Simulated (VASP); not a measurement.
Crystal: BiClO.

```
Bi Cl O
1.0
     3.88551    0.00000    0.00000
     0.00000    3.88551    0.00000
     0.00000    0.00000    7.34890
Bi Cl O
2 2 2
Direct
  0.50000 0.00000 0.32904
  0.00000 0.50000 0.67096
  0.00000 0.50000 0.14720
  0.50000 0.00000 0.85280
  0.00000 0.00000 0.50000
  0.50000 0.50000 0.50000
```

| Item | Value |
| --- | --- |
| Program | VASP 6.6.1 |
| Task | relaxation of cell and atoms |
| Functional | LDA |
| Potentials or basis | VASP PAW LDA potentials, release 64 (Bi_d, Cl, O) |
| Cutoff | 600 eV |
| k mesh | 6 × 6 × 4 |
| Occupations | gaussian, width 0.02 eV |
| Spin | no spin polarisation |

At the start: pressure -2.9 GPa; volume 18.49 Å³/atom.

Q: How do energy, volume and symmetry change on relaxing?

A: Over 25 steps the energy falls by 6.5 meV/atom and the volume is 17.72 Å³/atom (-4.2 %); space group P4/nmm (No. 129, to 0.1 Å) before and after.

The path:
| step | energy change (eV) | largest force (eV/Å) | pressure (GPa) | volume (Å³) |
| --- | --- | --- | --- | --- |
| 1 | 0.0000 | 0.1165 | -2.90 | 110.95 |
| 2 | -0.0099 | 0.5997 | 2.52 | 105.66 |
| 3 | -0.0282 | 0.3101 | -0.04 | 107.97 |
| 4 | -0.0339 | 0.0927 | -0.04 | 107.48 |
| 5 | -0.0345 | 0.0482 | -0.06 | 107.26 |
| 6 | -0.0358 | 0.0530 | 0.00 | 107.07 |
| 7 | -0.0377 | 0.0660 | 0.16 | 106.47 |
| 8 | -0.0377 | 0.0667 | 0.21 | 106.39 |
| 9 | -0.0377 | 0.0670 | -0.44 | 106.77 |
| 10 | -0.0381 | 0.0505 | -0.15 | 106.58 |
| 11 | -0.0387 | 0.0186 | -0.12 | 106.44 |
| 12 | -0.0388 | 0.0101 | -0.08 | 106.33 |
| 13 | -0.0388 | 0.0133 | -0.02 | 106.34 |
| 14 | -0.0388 | 0.0071 | -0.04 | 106.39 |
| 15 | -0.0388 | 0.0075 | -0.07 | 106.35 |
| 16 | -0.0388 | 0.0069 | -0.07 | 106.35 |
| 17 | -0.0388 | 0.0124 | 0.13 | 106.16 |
| 18 | -0.0388 | 0.0103 | 0.06 | 106.28 |
| 19 | -0.0388 | 0.0116 | 0.01 | 106.30 |
| 20 | -0.0388 | 0.0084 | 0.00 | 106.29 |
| 21 | -0.0388 | 0.0082 | 0.01 | 106.29 |
| 22 | -0.0388 | 0.0083 | 0.00 | 106.29 |
| 23 | -0.0388 | 0.0096 | 0.01 | 106.29 |
| 24 | -0.0389 | 0.0092 | -0.01 | 106.30 |
| 25 | -0.0389 | 0.0041 | 0.00 | 106.29 |

Final structure:
```xyz
6
Lattice="3.8542 0.0000 0.0000 0.0000 3.8542 0.0000 0.0000 0.0000 7.1553" Properties=species:S:1:pos:R:3 pbc="T T T"
Bi    1.9271    0.0000    2.3224
Bi    0.0000    1.9271    4.8329
Cl    0.0000    1.9271    1.0330
Cl    1.9271    0.0000    6.1223
O     0.0000    0.0000    3.5777
O     1.9271    1.9271    3.5777
```
